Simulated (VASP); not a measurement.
# BN in VASP: further runs, part 2 of 2

VASP 6.6.1. Earlier steps stand in the parts before.

## (3) Single point, PBEsol

Input file INCAR:

```
SYSTEM = BN
  PREC = Accurate
  ENCUT = 520
  EDIFF = 1E-6
  ISMEAR = -1
  SIGMA = 0.05
  LREAL = .False.
  LASPH = .True.
  NELM = 80
  ALGO = Normal
  ISIF = 2
  LWAVE = .False.
  LCHARG = .False.
  GGA = PS
  NBANDS = 11
```

Input file KPOINTS:

```
Automatic mesh
0
Gamma
  13 13 13
  0 0 0
```

Input file POSCAR:

```
BN
1.0
    0.0000000000      1.8130010000      1.8130010000
    1.8130010000      0.0000000000      1.8130010000
    1.8130010000      1.8130010000      0.0000000000
N B
1 1
Direct
    0.2500000000      0.2500000000      0.2500000000
    0.0000000000      0.0000000000      0.0000000000
```

Potentials or basis: VASP PAW PBE potentials, release 64 (N, B).

Launch:

```bash
cat potpaw_PBE.64/N/POTCAR potpaw_PBE.64/B/POTCAR > POTCAR
mpirun -np 1 vasp_std > vasp.out
```

OUTCAR:

```text
SYSTEM = BN
   PREC = Accurate
   ENCUT = 520
   EDIFF = 1E-6
   ISMEAR = -1
   LREAL = .False.
   LASPH = .True.
   NELM = 80
   ISIF = 2
   GGA = PS

 ion  position               nearest neighbor table
   1  0.250  0.250  0.250-   2 1.57   2 1.57   2 1.57   2 1.57
   2  0.000  0.000  0.000-   1 1.57   1 1.57   1 1.57   1 1.57

  LATTYP: Found a face centered cubic cell.
 ALAT       =     3.6260020000

  Lattice vectors:

 A1 = (   0.0000000000,   1.8130010000,   1.8130010000)
 A2 = (   1.8130010000,   0.0000000000,   1.8130010000)
 A3 = (   1.8130010000,   1.8130010000,   0.0000000000)

Analysis of symmetry for initial positions (statically):
=====================================================================
 Subroutine PRICEL returns:
 Original cell was already a primitive cell.

 Routine SETGRP: Setting up the symmetry group for a
 face centered cubic supercell.

 Subroutine GETGRP returns: Found 24 space group operations
 (whereof 24 operations were pure point group operations)
 out of a pool of 48 trial point group operations.

The static configuration has the point symmetry T_d .
[... 169 lines left out ...]
      1     -12.8984      2.00000
      2       7.2509      2.00000
      3       7.2509      2.00000
      4       7.2509      2.00000
      5      15.9699      0.00000
      6      15.9699      0.00000
      7      15.9699      0.00000
      8      17.3718      0.00000
      9      31.5906      0.00000
     10      34.8289      0.00000
     11      34.8289      0.00000
[... 309 lines left out ...]
 k-point    24 :       0.4615    0.1538    0.0000
  band No.  band energies     occupation
      1      -8.9190      2.00000
      2      -2.0159      2.00000
      3       3.9923      2.00000
      4       4.4284      2.00000
      5      15.9789      0.00000
      6      19.2076      0.00000
      7      19.6329      0.00000
      8      21.7221      0.00000
      9      27.7956      0.00000
     10      33.2044      0.00000
     11      35.0022      0.00000

 [... further k-points ...]

------------------------ aborting loop because EDIFF is reached ----------------------------------------

  FORCE on cell =-STRESS in cart. coord.  units (eV):
  Direction    XX          YY          ZZ          XY          YZ          ZX
  --------------------------------------------------------------------------------------
  -------------------------------------------------------------------------------------
  Total       -0.4270408     -0.4270408     -0.4270408      0.0000000      0.0000000      0.0000000
  in kB      -57.4058124    -57.4058124    -57.4058124      0.0000000      0.0000000      0.0000000
  external PRESSURE =     -57.4058124 kB  Pullay stress =       0.0000000 kB

 VOLUME and BASIS-vectors are now :
 -----------------------------------------------------------------------------
  energy-cutoff  :      520.00
  volume of cell :       11.92
      direct lattice vectors                 reciprocal lattice vectors
     0.000000000  1.813001000  1.813001000    -0.275785838  0.275785838  0.275785838
     1.813001000  0.000000000  1.813001000     0.275785838 -0.275785838  0.275785838
     1.813001000  1.813001000  0.000000000     0.275785838  0.275785838 -0.275785838

 POSITION                                       TOTAL-FORCE (eV/Angst)
 -----------------------------------------------------------------------------------
      0.90650      0.90650      0.90650         0.000000      0.000000     -0.000000
      0.00000      0.00000      0.00000        -0.000000     -0.000000      0.000000
 -----------------------------------------------------------------------------------
    total drift:                                0.000000      0.000000      0.000000

  FREE ENERGIE OF THE ION-ELECTRON SYSTEM (eV)
  ---------------------------------------------------
  free  energy   TOTEN  =       -18.3439354574 eV

  energy  without entropy=      -18.3439354574  energy(sigma->0) =      -18.34393546
```

stdout:

```text
POSCAR found type information on POSCAR N B
 POSCAR found :  2 types and       2 ions
 scaLAPACK will be used
 -----------------------------------------------------------------------------
|                                                                             |
|                                                                             |
|     You enforced a specific xc type in the INCAR file but a different       |
|     I HOPE YOU KNOW WHAT YOU ARE DOING!                                     |
|                                                                             |
 -----------------------------------------------------------------------------

 LDA part: xc-table for (Slater+PW92), standard interpolation
 POSCAR, INCAR and KPOINTS ok, starting setup
 FFT: planning ... GRIDC
 FFT: planning ... GRID_SOFT
 FFT: planning ... GRID
 WAVECAR not read
 entering main loop
```

Wall time 13 s (1 thread of AMD EPYC 7R13 (Zen 3), shared host); peak memory 0.09 GiB.

Results:

| Property | Result |
| --- | --- |
| Free energy | -18.3439 eV |
| Pressure | -5.7 GPa |
| Band gap on the k mesh | 4.34 eV, indirect (least direct gap 8.72 eV) |

Caveat: the PAW data sets were made with another functional, which shifts forces and pressure a little. A k mesh can miss the band edges.

## (4) Single point, PBEsol

Input file INCAR:

```
  PREC = Accurate
  ENCUT = 520
  EDIFF = 1E-6
  ISMEAR = -1
  SIGMA = 0.05
  LREAL = False
  LASPH = True
  NELM = 100
  ALGO = Normal
  ISIF = 2
  LWAVE = False
  LCHARG = False
  GGA = PS
  NBANDS = 11
```

Input file KPOINTS:

```
regular mesh
0
Gamma
  13 13 13
```

POSCAR is that of step 3.

Launch:

```bash
cat potpaw_PBE.64/N/POTCAR potpaw_PBE.64/B/POTCAR > POTCAR
mpirun -np 1 vasp_std > vasp.out
```

It took 13 s on 1 thread of AMD EPYC 7R13 (Zen 3), shared host; peak memory 0.09 GiB.

Results (log left out):

```
Free energy            : -18.3439 eV
Pressure               : -5.7 GPa
Band gap on the k mesh : 4.34 eV, indirect (least direct gap 8.72 eV)
```

Levels at points of the mesh, in eV from the valence-band top:
```
           k point  band 2  band 3  band 4  band 5  band 6  band 7
(0.00, 0.00, 0.00)    0.00    0.00    0.00    8.72    8.72    8.72
```

Caveat: the PAW data sets were made with another functional, which shifts forces and pressure a little. A hybrid or GW would open this gap; PBEsol tends to underestimate it.

## (5) Single point, PBE-based screened hybrid

POSCAR is that of step 4.

Input file INCAR.step1:

```
SYSTEM = BN
  PREC = Accurate
  ENCUT = 520
  EDIFF = 1E-5
  ISMEAR = -1
  SIGMA = 0.05
  LREAL = .False.
  LASPH = .True.
  NELM = 100
  ALGO = Normal
  ISIF = 2
  LWAVE = .True.
  NBANDS = 11
  GGA = PE
```

Input file INCAR.step2:

```
SYSTEM = BN
  PREC = Accurate
  ENCUT = 520
  EDIFF = 1E-7
  ISMEAR = -1
  SIGMA = 0.05
  LREAL = .False.
  LASPH = .True.
  NELM = 100
  ALGO = Normal
  ISIF = 2
  LWAVE = .False.
  LCHARG = .True.
  GGA = PE
  LHFCALC = .True.
  AEXX = 0.25
  HFSCREEN = 0.3
  PRECFOCK = Normal
  LELF = .True.
  LVHAR = .True.
  NBANDS = 11
  ISTART = 1
```

Input file KPOINTS:

```
Automatic mesh
0
Gamma
  7 7 7
  0 0 0
```

Launch:

```bash
cat potpaw_PBE.64/N/POTCAR potpaw_PBE.64/B/POTCAR > POTCAR
cp INCAR.step1 INCAR
mpirun -np 1 vasp_std > vasp.out
cp INCAR.step2 INCAR
mpirun -np 1 vasp_std > vasp.out
```

It took 8.7 min on 1 thread of Intel Xeon Platinum 8375C at 2.90GHz (Ice Lake), shared host; peak memory 0.22 GiB.

Results (log left out):

```
Free energy            : -19.9299 eV
Pressure               : -8.7 GPa
Band gap on the k mesh : 5.79 eV, indirect (least direct gap 10.24 eV)
```

Levels at points of the mesh, in eV from the valence-band top:
```csv
k point,band 1,band 2,band 3,band 4,band 5,band 6,band 7,band 8,band 9
"(0.00, 0.00, 0.00)",-21.93,0.00,0.00,0.00,10.24,10.24,10.24,11.71,26.28
```

Caveat: the k points lie up to 0.43 Å⁻¹ apart; the PAW data sets were made with another functional, which shifts forces and pressure a little. A k mesh can miss the band edges.

## (6) Summary

```csv
level,k mesh,grid for exact exchange (PRECFOCK),share of exact exchange,screening parameter,gap on the mesh (eV),pressure (GPa)
PBE,8 × 8 × 8,-,-,-,3.94,0.8
PBEsol,13 × 13 × 13,-,-,-,4.34,-5.7
PBE-based screened hybrid,7 × 7 × 7,Normal,0.25,0.3 1/Å,5.79,-8.7
```

Some of these runs hold the atoms at other places in the same cell, which the table doesn't show; runs alike in all that it shows share one row.

Alike in all rows: task single point; potentials or basis VASP PAW PBE potentials, release 64 (N, B); no spin polarisation; cell as given; cutoff (eV) 520; smearing fermi-dirac 0.05 eV.

Caveats: some runs use coarse meshes; the PAW data sets were made with another functional, which shifts forces and pressure a little (some runs); forces of over 1 eV/Å act on the atoms, so gaps and moduli don't describe the material at rest (some runs).

Absolute energies hang on the potentials; compare differences alone.
